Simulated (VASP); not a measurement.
# Mg (I4/mmm) in VASP: notebook, part 2 of 2

VASP 6.6.1. The steps go on from the part before.

**4. Single point, r2SCAN+D3(BJ)**

Contents of POSCAR:

```
Mg
1.0
   -1.8359916300      1.8359916300      1.6794040200
    1.8359916300     -1.8359916300      1.6794040200
    1.8359916300      1.8359916300     -1.6794040200
Mg
1
Direct
    0.0000000000      0.0000000000      0.0000000000
```

Contents of INCAR.step1:

```
  ALGO = Normal
  EDIFF = 1E-4
  ENCUT = 520
  GGA = PE
  ISMEAR = -1
  LASPH = True
  LCHARG = False
  LREAL = False
  LWAVE = True
  NBANDS = 7
  NELM = 80
  PREC = Accurate
  SIGMA = 0.05
```

Contents of INCAR.step2:

```
  ALGO = Normal
  EDIFF = 1E-6
  ENCUT = 520
  ISIF = 2
  ISMEAR = -1
  ISTART = 1
  IVDW = 12
  LASPH = True
  LCHARG = True
  LELF = True
  LMIXTAU = True
  LREAL = False
  LVHAR = True
  LWAVE = False
  METAGGA = R2SCAN
  NBANDS = 7
  NELM = 80
  PREC = Accurate
  SIGMA = 0.05
  VDW_A1 = 0.49484001
  VDW_A2 = 5.73083694
  VDW_S6 = 1.0
  VDW_S8 = 0.78981345
```

Contents of KPOINTS:

```
k-points
0
Gamma
  6 6 6
```

Launch:

```sh
$ cat potpaw_PBE.64/Mg/POTCAR > POTCAR
$ cp INCAR.step1 INCAR
$ mpirun -np 1 vasp_std > vasp.out
$ cp INCAR.step2 INCAR
$ mpirun -np 1 vasp_std > vasp.out
```

Wall time 6.4 s (1 thread of Intel Xeon 6975P-C (Granite Rapids), shared host); peak memory 0.14 GiB.

The run converged. Its results:

```yaml
Free_energy: -4.2421 eV
Pressure: -1.4 GPa
Band_gap_on_the_k_mesh: zero (band 1 reaches 6.19 eV, above the bottom of band 2 at 1.45 eV)
Dispersion_energy_per_atom: -0.136 eV
```

Stress tensor (GPa, compression positive):
```
-2.43  0.00  0.00
 0.00 -2.43  0.00
 0.00  0.00  0.60
```

Levels at points of the mesh, in eV from the Fermi level:
```tsv
k point	band 1	band 2	band 3	band 4	band 5
(0.00, 0.00, 0.00)	-7.61	12.62	14.61	14.61	14.95
(0.50, 0.00, 0.00)	-1.68	-0.76	8.55	9.57	10.29
(0.50, 0.50, 0.00)	-2.13	-1.43	10.29	11.22	12.17
(0.50, 0.50, 0.50)	3.30	3.30	3.55	4.25	5.62
```

Caveat: the k points lie up to 0.42 Å⁻¹ apart; the PAW data sets were made with another functional, which shifts forces and pressure a little; pairwise dispersion overbinds metals, which lowers pressure and volume.

**5. Single point, r2SCAN+D3(BJ)**

POSCAR is that of step 4.

Contents of INCAR.step1:

```
SYSTEM = Mg
  PREC = Accurate
  ENCUT = 520
  ISMEAR = -1
  SIGMA = 0.05
  LREAL = .FALSE.
  LASPH = .TRUE.
  NELM = 60
  NBANDS = 7
  GGA = PE
  ALGO = Normal
  EDIFF = 1E-4
  LWAVE = .TRUE.
  LCHARG = .FALSE.
```

Contents of INCAR.step2:

```
SYSTEM = Mg
  PREC = Accurate
  ENCUT = 520
  EDIFF = 1E-7
  ISMEAR = -1
  SIGMA = 0.05
  LREAL = .FALSE.
  LASPH = .TRUE.
  NELM = 60
  ALGO = Normal
  ISIF = 2
  LWAVE = .FALSE.
  LCHARG = .FALSE.
  METAGGA = R2SCAN
  LMIXTAU = .TRUE.
  IVDW = 12
  VDW_S6 = 1.0
  VDW_S8 = 0.78981345
  VDW_A1 = 0.49484001
  VDW_A2 = 5.73083694
  NBANDS = 7
  ISTART = 1
```

Contents of KPOINTS:

```
Automatic mesh
0
G
  7 7 7
  0 0 0
```

Launch:

```sh
$ cat potpaw_PBE.64/Mg/POTCAR > POTCAR
$ cp INCAR.step1 INCAR
$ mpirun -np 1 vasp_std > vasp.out
$ cp INCAR.step2 INCAR
$ mpirun -np 1 vasp_std > vasp.out
```

Run time: 8.2 s. Hardware: 1 thread of Intel Xeon 6975P-C (Granite Rapids), shared host; peak memory 0.15 GiB.

It converged, with:

| Item | Value |
| --- | --- |
| Free energy | -4.2755 eV |
| Pressure | -1.4 GPa |
| Band gap on the k mesh | zero (band 1 reaches 5.03 eV, above the bottom of band 2 at 1.83 eV) |
| Dispersion energy per atom | -0.136 eV |

Stress tensor (GPa, compression positive):
```
-2.60  0.00  0.00
 0.00 -2.60  0.00
 0.00  0.00  0.93
```

Levels at points of the mesh, in eV from the Fermi level:
```csv
k point,band 1,band 2,band 3,band 4,band 5,band 6
"(0.00, 0.00, 0.00)",-7.32,12.91,14.91,14.91,15.24,15.63
```

Caveat: the k points lie up to 0.36 Å⁻¹ apart; the PAW data sets were made with another functional, which shifts forces and pressure a little; pairwise dispersion overbinds metals, which lowers pressure and volume.

**6. Single point, r2SCAN+D3(BJ)**

POSCAR is that of step 5.

Contents of INCAR.step1:

```
SYSTEM = Mg
ALGO = Normal
EDIFF = 1E-4
ENCUT = 520
GGA = PE
ISMEAR = -1
LASPH = .True.
LCHARG = .False.
LREAL = .False.
LWAVE = .True.
NBANDS = 7
NELM = 100
PREC = Accurate
SIGMA = 0.05
```

Contents of INCAR.step2:

```
SYSTEM = Mg
ALGO = Normal
EDIFF = 1E-6
ENCUT = 520
ISIF = 2
ISMEAR = -1
ISTART = 1
IVDW = 12
LASPH = .True.
LCHARG = .False.
LMIXTAU = .True.
LREAL = .False.
LWAVE = .False.
METAGGA = R2SCAN
NBANDS = 7
NELM = 100
PREC = Accurate
SIGMA = 0.05
VDW_A1 = 0.49484001
VDW_A2 = 5.73083694
VDW_S6 = 1.0
VDW_S8 = 0.78981345
```

Contents of KPOINTS:

```
k-points
0
Gamma
  9 9 9
  0 0 0
```

Potentials or basis: VASP PAW PBE potentials, release 64 (Mg).

Launch:

```sh
$ cat potpaw_PBE.64/Mg/POTCAR > POTCAR
$ cp INCAR.step1 INCAR
$ mpirun -np 1 vasp_std > vasp.out
$ cp INCAR.step2 INCAR
$ mpirun -np 1 vasp_std > vasp.out
```

OUTCAR:

```text
SYSTEM = Mg
   EDIFF = 1E-6
   ENCUT = 520
   ISIF = 2
   ISMEAR = -1
   ISTART = 1
   IVDW = 12
   LASPH = .True.
   LREAL = .False.
   METAGGA = R2SCAN
   NELM = 100
   PREC = Accurate
 IVDW          = 12

 ion  position               nearest neighbor table
   1  0.000  0.000  0.000-

  LATTYP: Found a body centered tetragonal cell.
 ALAT       =     3.6719832600
 C/A-ratio  =     0.9147122419

  Lattice vectors:

 A1 = (  -1.8359916300,   1.8359916300,   1.6794040200)
 A2 = (   1.8359916300,  -1.8359916300,   1.6794040200)
 A3 = (   1.8359916300,   1.8359916300,  -1.6794040200)

Analysis of symmetry for initial positions (statically):
=====================================================================
 Subroutine PRICEL returns:
 Original cell was already a primitive cell.

 Routine SETGRP: Setting up the symmetry group for a
 body centered tetragonal supercell.

 Subroutine GETGRP returns: Found 16 space group operations
 (whereof 16 operations were pure point group operations)
 out of a pool of 16 trial point group operations.

The static configuration has the point symmetry D_4h.

[... 159 lines left out ...]
 val. band max:        2.7489456099   @ k =  -0.4444   0.4444   0.1111
 cond. band min:       2.8310350605   @ k =   0.3333   0.3333   0.0000
 fundamental gap:      0.0820894507
 Fermi energy:         2.7892158252

 k-point     1 :       0.0000    0.0000    0.0000
  band No.  band energies     occupation
      1      -4.7261      2.00000
      2      15.4998      0.00000
      3      17.4974      0.00000
      4      17.4975      0.00000
      5      17.8296      0.00000
      6      18.2265      0.00000
      7      18.2265      0.00000
[... 221 lines left out ...]
 k-point    24 :       0.4444    0.4444    0.0000
  band No.  band energies     occupation
      1       0.9852      2.00000
      2       1.6830      2.00000
      3      10.4644      0.00000
      4      13.1001      0.00000
      5      16.4462      0.00000
      6      18.6079      0.00000
      7      20.6453      0.00000

 [... further k-points ...]

------------------------ aborting loop because EDIFF is reached ----------------------------------------

 Edisp (eV)   -0.13574

 E8    (eV) :    -0.0468

  FORCE on cell =-STRESS in cart. coord.  units (eV):
  Direction    XX          YY          ZZ          XY          YZ          ZX
  --------------------------------------------------------------------------------------
  -------------------------------------------------------------------------------------
  Total      -0.21259    -0.21259    -0.18789     0.00000     0.00000     0.00000
  in kB     -15.04155   -15.04155   -13.29437     0.00000     0.00000     0.00000
  external pressure =      -14.46 kB  Pullay stress =        0.00 kB

 VOLUME and BASIS-vectors are now :
 -----------------------------------------------------------------------------
  energy-cutoff  :      520.00
  volume of cell :       22.64
      direct lattice vectors                 reciprocal lattice vectors
    -1.835991630  1.835991630  1.679404020     0.000000000  0.272332396  0.297724665
     1.835991630 -1.835991630  1.679404020     0.272332396  0.000000000  0.297724665
     1.835991630  1.835991630 -1.679404020     0.272332396  0.272332396  0.000000000

 POSITION                                       TOTAL-FORCE (eV/Angst)
 -----------------------------------------------------------------------------------
      0.00000      0.00000      0.00000        -0.000000     -0.000000     -0.000000
 -----------------------------------------------------------------------------------
    total drift:                                0.000000      0.000000     -0.000000

  FREE ENERGIE OF THE ION-ELECTRON SYSTEM (eV)
  ---------------------------------------------------
  free  energy   TOTEN  =        -4.2520732832 eV

  energy  without entropy=       -4.2493480459  energy(sigma->0) =       -4.25071066
```

Run time: 10 s. Hardware: 1 thread of Intel Xeon 6975P-C (Granite Rapids), shared host; peak memory 0.15 GiB.

Results:

- Free energy: -4.2521 eV
- Pressure: -1.4 GPa
- Band gap on the k mesh: zero (band 1 reaches 5.65 eV, above the bottom of band 2 at 1.68 eV)
- Dispersion energy per atom: -0.136 eV

Caveat: the PAW data sets were made with another functional, which shifts forces and pressure a little; pairwise dispersion overbinds metals, which lowers pressure and volume.

**7. Single point, r2SCAN+D3(BJ)**

POSCAR is that of step 6.

Contents of INCAR.step1:

```
PREC = Accurate
ENCUT = 520
ISMEAR = -1
SIGMA = 0.05
LREAL = False
LASPH = True
NELM = 100
NBANDS = 7
GGA = PE
ALGO = Normal
EDIFF = 1E-4
LWAVE = True
LCHARG = False
```

Contents of INCAR.step2:

```
PREC = Accurate
ENCUT = 520
EDIFF = 1E-7
ISMEAR = -1
SIGMA = 0.05
LREAL = False
LASPH = True
NELM = 100
ALGO = Normal
ISIF = 2
LWAVE = False
LCHARG = False
METAGGA = R2SCAN
LMIXTAU = True
IVDW = 12
VDW_S6 = 1.0
VDW_S8 = 0.78981345
VDW_A1 = 0.49484001
VDW_A2 = 5.73083694
NBANDS = 7
ISTART = 1
```

Contents of KPOINTS:

```
Automatic mesh
0
Gamma
  11 11 11
```

Launch:

```sh
$ cat potpaw_PBE.64/Mg/POTCAR > POTCAR
$ cp INCAR.step1 INCAR
$ mpirun -np 1 vasp_std > vasp.out
$ cp INCAR.step2 INCAR
$ mpirun -np 1 vasp_std > vasp.out
```

It took 17 s on 1 thread of Intel Xeon 6975P-C (Granite Rapids), shared host; peak memory 0.15 GiB.

The run converged. Its results:

```
Free energy                : -4.2568 eV
Pressure                   : -1.3 GPa
Band gap on the k mesh     : zero (band 1 reaches 6.04 eV, above the bottom of band 2 at 1.61 eV)
Dispersion energy per atom : -0.136 eV
```

Stress tensor (GPa, compression positive):
```
-1.69  0.00  0.00
 0.00 -1.69  0.00
 0.00  0.00 -0.63
```

Levels at points of the mesh, in eV from the Fermi level:
| k point | band 1 | band 2 | band 3 | band 4 |
| --- | --- | --- | --- | --- |
| (0.00, 0.00, 0.00) | -7.52 | 12.71 | 14.71 | 14.71 |

Caveat: the PAW data sets were made with another functional, which shifts forces and pressure a little; pairwise dispersion overbinds metals, which lowers pressure and volume.

**8. Summary**

| k mesh | gap on the mesh (eV) | pressure (GPa) |
| --- | --- | --- |
| 4 × 4 × 4 | none | -1.5 |
| 6 × 6 × 6 | none | -1.4 |
| 7 × 7 × 7 | none | -1.4 |
| 9 × 9 × 9 | none | -1.4 |
| 11 × 11 × 11 | none | -1.3 |

Alike in all rows: task single point; level r2SCAN+D3(BJ); potentials or basis VASP PAW PBE potentials, release 64 (Mg); no spin polarisation; cell as given; cutoff (eV) 520; smearing fermi-dirac 0.05 eV.

Caveats: some runs use coarse meshes; the PAW data sets were made with another functional, which shifts forces and pressure a little; pairwise dispersion overbinds metals, which lowers pressure and volume.

Absolute energies hang on the potentials; compare differences alone.
